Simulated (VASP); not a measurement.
# Hf (P6_3/mmc) in VASP: notebook

Runs on Hf. Level: PBE. Tasks: single point.

Program: VASP 6.6.1. These are calculated values, not measurements. Logs are shortened: lines on timing, memory, paths and dates and some standing lists are left out, and cuts for length are marked.

## Step 1: The cell of the first run

The structure is hexagonal, space group P6_3/mmc (No. 194). Conventional cell: a = 3.205 Å, b = 3.205 Å, c = 5.074 Å, α = 90.00°, β = 90.00°, γ = 120.00°. Within 4.1 Å of Hf (site symmetry -6m2) lie 12 Hf at 3.14 to 3.20 Å.

## Step 2: Single point, PBE

Contents of INCAR:

```
PREC = Accurate
ENCUT = 520
EDIFF = 1E-6
ISMEAR = -1
SIGMA = 0.1
LREAL = F
LASPH = T
NELM = 100
ALGO = Normal
ISIF = 2
LWAVE = F
LCHARG = F
GGA = PE
NBANDS = 17
```

Contents of KPOINTS:

```
Automatic mesh
0
Gamma
  12 12 7
```

Contents of POSCAR:

```
Hf
1.0
    3.2045059552      0.0000000000      0.0000000000
   -1.6022529776      2.7751835638      0.0000000000
    0.0000000000      0.0000000000      5.0738215932
Hf
2
Direct
    0.3333333333      0.6666666667      0.2500000000
    0.6666666667      0.3333333333      0.7500000000
```

Potentials or basis: VASP PAW PBE potentials, release 64 (Hf_pv).

Command:

```console
$ cat potpaw_PBE.64/Hf_pv/POTCAR > POTCAR
$ mpirun -np 1 vasp_std > vasp.out
```

OUTCAR:

```text
PREC = Accurate
   ENCUT = 520
   EDIFF = 1E-6
   ISMEAR = -1
   LREAL = F
   LASPH = T
   NELM = 100
   ISIF = 2
   GGA = PE

 ion  position               nearest neighbor table
   1  0.333  0.667  0.250-   2 3.14   2 3.14   2 3.14   2 3.14   2 3.14   2 3.14
   2  0.667  0.333  0.750-   1 3.14   1 3.14   1 3.14   1 3.14   1 3.14   1 3.14

  LATTYP: Found a hexagonal cell.
 ALAT       =     3.2045059552
 C/A-ratio  =     1.5833397298

  Lattice vectors:

 A1 = (   3.2045059552,   0.0000000000,   0.0000000000)
 A2 = (  -1.6022529776,   2.7751835638,   0.0000000000)
 A3 = (   0.0000000000,   0.0000000000,   5.0738215932)

Analysis of symmetry for initial positions (statically):
=====================================================================
 Subroutine PRICEL returns:
 Original cell was already a primitive cell.

 Routine SETGRP: Setting up the symmetry group for a
 hexagonal supercell.

 Subroutine GETGRP returns: Found 24 space group operations
 (whereof 12 operations were pure point group operations)
 out of a pool of 24 trial point group operations.

The static configuration has the point symmetry D_3d.
 The point group associated with its full space group is D_6h.

Analysis of symmetry for dynamics (positions and initial velocities):
=====================================================================
 Subroutine PRICEL returns:
 Original cell was already a primitive cell.

 Routine SETGRP: Setting up the symmetry group for a
 hexagonal supercell.

 Subroutine GETGRP returns: Found 24 space group operations
 (whereof 12 operations were pure point group operations)
 out of a pool of 24 trial point group operations.

The dynamic configuration has the point symmetry D_3d.
 The point group associated with its full space group is D_6h.

 Subroutine INISYM returns: Found 24 space group operations
 (whereof 12 operations are pure point group operations),
 and found     1 'primitive' translations

----------------------------------------------------------------------------------------

                                     Primitive cell

  volume of cell :      45.1220

  direct lattice vectors                    reciprocal lattice vectors
     3.204505955  0.000000000  0.000000000     0.312060584  0.180168262  0.000000000
    -1.602252978  2.775183564  0.000000000     0.000000000  0.360336524  0.000000000
     0.000000000  0.000000000  5.073821593     0.000000000  0.000000000  0.197090099

  length of vectors
     3.204505955  3.204505955  5.073821593     0.360336524  0.360336524  0.197090099

  position of ions in fractional coordinates (direct lattice)
     0.333333333  0.666666667  0.250000000
     0.666666667  0.333333333  0.750000000

  ion indices of the primitive-cell ions
   primitive index   ion index
                 1           1
                 2           2

----------------------------------------------------------------------------------------

 KPOINTS: Automatic mesh

Automatic generation of k-mesh.
 Grid dimensions read from file:
 generate k-points for:   12   12    7

 Generating k-lattice:

  Cartesian coordinates                     Fractional coordinates (reciprocal lattice)
     0.026005049  0.015014022  0.000000000     0.083333333  0.000000000  0.000000000
     0.000000000  0.030028044  0.000000000     0.000000000  0.083333333  0.000000000
     0.000000000  0.000000000  0.028155728     0.000000000  0.000000000  0.142857143

  Length of vectors
     0.030028044  0.030028044  0.028155728

  Shift w.r.t. Gamma in fractional coordinates (k-lattice)
     0.000000000  0.000000000  0.000000000

 Subroutine IBZKPT returns following result:
 ===========================================

 Found     76 irreducible k-points:

 Following reciprocal coordinates:
            Coordinates               Weight
  0.000000  0.000000  0.000000      1.000000
  0.083333 -0.000000  0.000000      6.000000
  0.166667  0.000000  0.000000      6.000000
  0.250000  0.000000  0.000000      6.000000
  0.333333 -0.000000  0.000000      6.000000
  0.416667  0.000000  0.000000      6.000000
[... 16 lines left out ...]
  0.250000  0.000000  0.142857     12.000000
  0.333333 -0.000000  0.142857     12.000000
 [... further k-points ...]
   k-points           NKPTS =     76   k-points in BZ     NKDIM =     76   number of bands    NBANDS=     17
   number of dos      NEDOS =    301   number of ions     NIONS =      2
   total plane-waves  NPLWV =  23040
   dimension x,y,z NGX =    24 NGY =   24 NGZ =   40
   dimension x,y,z NGXF=    48 NGYF=   48 NGZF=   80
   ions per type =               2
   NGX,Y,Z   is equivalent  to a cutoff of  12.45, 12.45, 13.11 a.u.
   NGXF,Y,Z  is equivalent  to a cutoff of  24.90, 24.90, 26.21 a.u.
 SYSTEM =  unknown system
   PREC   = accura    normal or accurate (medium, high low for compatibility)
   ISTART =      0    job   : 0-new  1-cont  2-samecut
   ICHARG =      2    charge: 1-file 2-atom 10-const
   ISPIN  =      1    spin polarized calculation?
   LNONCOLLINEAR =      F non collinear calculations
   LSORBIT =      F    spin-orbit coupling
   LASPH  =      T    aspherical Exc in radial PAW
   ENCUT  =  520.0 eV  38.22 Ry    6.18 a.u.   5.96  5.96  9.43*2*pi/ulx,y,z
   NELM   =    100;   NELMIN=  2; NELMDL= -5     # of ELM steps
   EDIFF  = 0.1E-05   stopping-criterion for ELM
   LREAL  =      F    real-space projection
   EDIFFG = 0.1E-04   stopping-criterion for IOM
   NSW    =      0    number of steps for IOM
   IBRION =     -1    ionic relax: 0-MD 1-quasi-New 2-CG
   NFREE  =      0    steps in history (QN), initial steepest desc. (CG)
   ISIF   =      2    stress and relaxation
   ISYM   =      2    0-nonsym 1-usesym 2-fastsym
   POTIM  = 0.5000    time-step for ionic-motion
   TEBEG  =    0.0;   TEEND  =   0.0 temperature during run
   PSTRESS=    0.0 pullay stress
   NELECT =      20.0000    total number of electrons
   NUPDOWN=      -1.0000    fix difference up-down
   EMIN   =  10.00;   EMAX   =-10.00  energy-range for DOS
   EFERMI =   0.00;   METHOD = LEGACY
   ISMEAR =    -1;   SIGMA  =   0.10  broadening in eV -4-tet -1-fermi 0-gaus
   EFERMI_NEDOS =   21; number of points for ismear=-14 and -15
   IALGO  =     38    algorithm
   IMIX   =      4    mixing-type and parameters
     AMIX     =   0.40;   BMIX     =  1.00
     AMIX_MAG =   1.60;   BMIX_MAG =  1.00
  volume/ion in A,a.u.               =      22.56       152.25
  Fermi-wavevector in a.u.,A,eV,Ry     =   1.248213  2.358781 21.198375  1.558037
  Thomas-Fermi vector in A             =   2.382310
   LORBIT       =      0    0 simple, 1 ext, 2 COOP (PROOUT), +10 PAW based schemes
   GGA     = PE    functional components
   LHFCALC =     F    Hartree Fock is set to
   AEXX    =    0.0000 exact exchange contribution
   IVDW    =     0    specifies the selected vdW correction
   LEPSILON=     F    determine dielectric tensor
   LRPA    =     F    only Hartree local field effects (RPA)
 non-spin polarized calculation
  energy-cutoff  :      520.00
  volume of cell :       45.12
 maximum number of plane-waves:      1239
 NGX is ok and might be reduce to    24
   NGX = 11   NGY = 11   NGZ = 19

 number of electron      20.0000006 magnetization

 Free energy of the ion-electron system (eV)
  ---------------------------------------------------
  ext. energy  EPLUGINS =         0.00000000
  ---------------------------------------------------
  free energy    TOTEN  =       -19.87600491 eV

  energy without entropy =      -19.81959969  energy(sigma->0) =      -19.84780230

 E-fermi :   4.8452     XC(G=0): -11.2448

 val. band max:        4.8180353190   @ k =   0.3333   0.2500   0.2857
 cond. band min:       4.8455081921   @ k =   0.3333   0.3333   0.2857
 fundamental gap:      0.0274728731
 Fermi energy:         4.8451915159

 k-point     1 :       0.0000    0.0000    0.0000
  band No.  band energies     occupation
      1     -26.2155      2.00000
      2     -25.4972      2.00000
      3     -25.4972      2.00000
      4     -25.3741      2.00000
      5     -25.3733      2.00000
      6     -25.3733      2.00000
[... 9 lines left out ...]
     16       7.4882      0.00000
     17      10.1523      0.00000

 k-point     2 :       0.0833   -0.0000    0.0000
  band No.  band energies     occupation
      1     -26.1981      2.00000
      2     -25.5343      2.00000
      3     -25.5096      2.00000
      4     -25.4124      2.00000
      5     -25.3821      2.00000
      6     -25.3783      2.00000
[... 9 lines left out ...]
     16       7.2929      0.00000
     17      10.3136      0.00000

 k-point     3 :       0.1667    0.0000    0.0000
  band No.  band energies     occupation
      1     -26.1481      2.00000
      2     -25.6358      2.00000
      3     -25.5426      2.00000
      4     -25.5168      2.00000
      5     -25.4063      2.00000
      6     -25.3929      2.00000
[... 9 lines left out ...]
     16       7.5775      0.00000
     17      10.6325      0.00000

 k-point     4 :       0.2500    0.0000    0.0000
  band No.  band energies     occupation
      1     -26.0726      2.00000
      2     -25.7746      2.00000
      3     -25.6534      2.00000
      4     -25.5857      2.00000
      5     -25.4464      2.00000
      6     -25.4145      2.00000
[... 9 lines left out ...]
     16       8.4257      0.00000
     17      10.9295      0.00000
[... 343 lines left out ...]
      1     -26.1189      2.00000
      2     -25.6253      2.00000
      3     -25.5504      2.00000
      4     -25.5353      2.00000
      5     -25.4160      2.00000
      6     -25.4004      2.00000
[... 9 lines left out ...]
     16       7.6858      0.00000
     17      10.6064      0.00000

 k-point    23 :       0.2500    0.0000    0.1429
  band No.  band energies     occupation
      1     -26.0608      2.00000
      2     -25.7549      2.00000
      3     -25.6822      2.00000
      4     -25.5773      2.00000
      5     -25.4505      2.00000
      6     -25.4231      2.00000
[... 9 lines left out ...]
     16       8.3555      0.00000
     17      10.8286      0.00000

 k-point    24 :       0.3333   -0.0000    0.1429
  band No.  band energies     occupation
      1     -26.0235      2.00000
      2     -25.8596      2.00000
      3     -25.8006      2.00000
      4     -25.6180      2.00000
      5     -25.4959      2.00000
      6     -25.4467      2.00000
[... 9 lines left out ...]
     16       9.3285      0.00000
     17      10.9807      0.00000

 [... further k-points ...]
[... 5 lines left out ...]
  --------------------------------------------------------------------------------------
  -------------------------------------------------------------------------------------
  Total       -0.1292662     -0.1292662     -0.1564326      0.0000000     -0.0000000     -0.0000000
  in kB       -4.5899445     -4.5899445     -5.5545635      0.0000000     -0.0000000     -0.0000000
  external PRESSURE =      -4.9114841 kB  Pullay stress =       0.0000000 kB

 VOLUME and BASIS-vectors are now :
 -----------------------------------------------------------------------------
  energy-cutoff  :      520.00
  volume of cell :       45.12
      direct lattice vectors                 reciprocal lattice vectors
     3.204505955  0.000000000  0.000000000     0.312060584  0.180168262  0.000000000
    -1.602252978  2.775183564  0.000000000     0.000000000  0.360336524  0.000000000
     0.000000000  0.000000000  5.073821593     0.000000000  0.000000000  0.197090099

 POSITION                                       TOTAL-FORCE (eV/Angst)
 -----------------------------------------------------------------------------------
     -0.00000      1.85012      1.26846         0.000000      0.000000      0.000000
      1.60225      0.92506      3.80537        -0.000000     -0.000000      0.000000
 -----------------------------------------------------------------------------------
    total drift:                               -0.000000      0.000000     -0.000000

  FREE ENERGIE OF THE ION-ELECTRON SYSTEM (eV)
  ---------------------------------------------------
  free  energy   TOTEN  =       -19.8760049088 eV

  energy  without entropy=      -19.8195996859  energy(sigma->0) =      -19.84780230
```

Wall time 62 s (1 thread of Intel Xeon 8259CL, shared host); peak memory 0.19 GiB.

What came out:

```yaml
Free_energy: -19.8760 eV
Pressure: -0.5 GPa
Band_gap_on_the_k_mesh: zero (band 10 reaches 6.04 eV, above the bottom of band 11 at 4.53 eV)
```

Stress tensor (GPa, compression positive):
```
-0.46  0.00  0.00
 0.00 -0.46  0.00
 0.00  0.00 -0.56
```

Caveat: spin-orbit coupling is left out, which moves the levels of the heavy elements.

## Step 3: Single point, PBE

Contents of INCAR:

```
PREC = Accurate
ENCUT = 520
EDIFF = 1E-6
ISMEAR = -1
SIGMA = 0.1
LREAL = False
LASPH = True
NELM = 100
ALGO = Normal
ISIF = 2
LWAVE = False
LCHARG = False
GGA = PE
NBANDS = 17
```

Contents of KPOINTS:

```
regular mesh
0
Gamma
  16 16 9
```

POSCAR is that of step 2.

Potentials or basis: VASP PAW PBE potentials, release 64 (Hf_pv).

Command:

```console
$ cat potpaw_PBE.64/Hf_pv/POTCAR > POTCAR
$ mpirun -np 1 vasp_std > vasp.out
```

It took 1.9 min on 1 thread of Intel Xeon 8259CL, shared host; peak memory 0.23 GiB.

The run converged. Its results:

- Free energy: -19.8762 eV
- Pressure: -0.5 GPa
- Band gap on the k mesh: zero (band 10 reaches 6.04 eV, above the bottom of band 11 at 4.51 eV)

Stress tensor (GPa, compression positive):
```
-0.47  0.00  0.00
 0.00 -0.47  0.00
 0.00  0.00 -0.57
```

Levels at points of the mesh, in eV from the Fermi level:
```
           k point  band 6  band 7  band 8  band 9  band 10  band 11  band 12  band 13  band 14  band 15
(0.00, 0.00, 0.00)  -30.22   -7.34   -3.67    0.62     1.19     1.19     1.46     2.00     2.00     2.64
(0.50, 0.00, 0.00)  -30.31   -3.32   -2.70   -2.19    -0.80     0.82     0.87     1.68     5.85     6.35
```

Caveat: spin-orbit coupling is left out, which moves the levels of the heavy elements.
